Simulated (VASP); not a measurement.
# Ag: relaxation of shape and atoms at fixed volume with PBEsol

The system is Ag.

```
Ag
1.0
     2.88313    0.00000    0.00000
    -1.44156    2.49686    0.00000
     0.00000    0.00000    4.73140
Ag
2
Direct
  0.33333 0.66667 0.25000
  0.66667 0.33333 0.75000
```

This isn't the form of Ag at room conditions, which is fcc.

* Program: VASP 6.6.1
* Task: relaxation of shape and atoms at fixed volume
* Functional: PBEsol
* Potentials or basis: VASP PAW PBE potentials, release 64 (Ag)
* Cutoff: 600 eV
* k mesh: 18 × 18 × 10
* Occupations: fermi-dirac, width 0.15 eV
* Spin: no spin polarisation
* Dipole correction: no
* Further INCAR settings: ALGO = Fast; EDIFF = 1e-07; IBRION = 2; EDIFFG = -0.001; NSW = 80; ISIF = 4

```json
{
 "Pressure after relaxing": "-2.4 GPa",
 "Band gap on the k mesh": "zero (bands 11 and 12 overlap by 7.46 eV)"
}
```

Final structure:
```yaml
crystal:
  lattice:
    - [2.88313, 0.00000, 0.00000]
    - [-1.44156, 2.49686, 0.00000]
    - [0.00000, 0.00000, 4.73140]
  atoms:
    - { symbol: Ag, position: [0.33333, 0.66667, 0.25000] }
    - { symbol: Ag, position: [0.66667, 0.33333, 0.75000] }
```

Levels at points of the mesh, in eV from the Fermi level:
| k point | band 9 | band 10 | band 11 | band 12 | band 13 | band 14 |
| --- | --- | --- | --- | --- | --- | --- |
| (0.00, 0.00, 0.00) | -4.06 | -3.05 | -3.05 | -0.48 | 3.53 | 15.67 |
| (0.50, 0.00, 0.00) | -2.87 | -2.77 | 0.10 | 1.56 | 6.83 | 7.11 |
| (0.00, 0.00, 0.50) | -3.37 | -3.37 | -3.37 | -3.37 | 11.03 | 11.03 |
| (0.50, 0.00, 0.50) | -2.82 | -2.82 | 0.73 | 0.73 | 4.60 | 4.60 |

Run time: 41 s on 1 thread of Intel(R) Xeon(R) 6975P-C (Granite Rapids), with other jobs on the host, peak memory 0.25 GiB.

Caveat: the relaxation stopped at its first step, so nothing moved; the PAW data sets were made with another functional, which shifts forces and pressure a little.
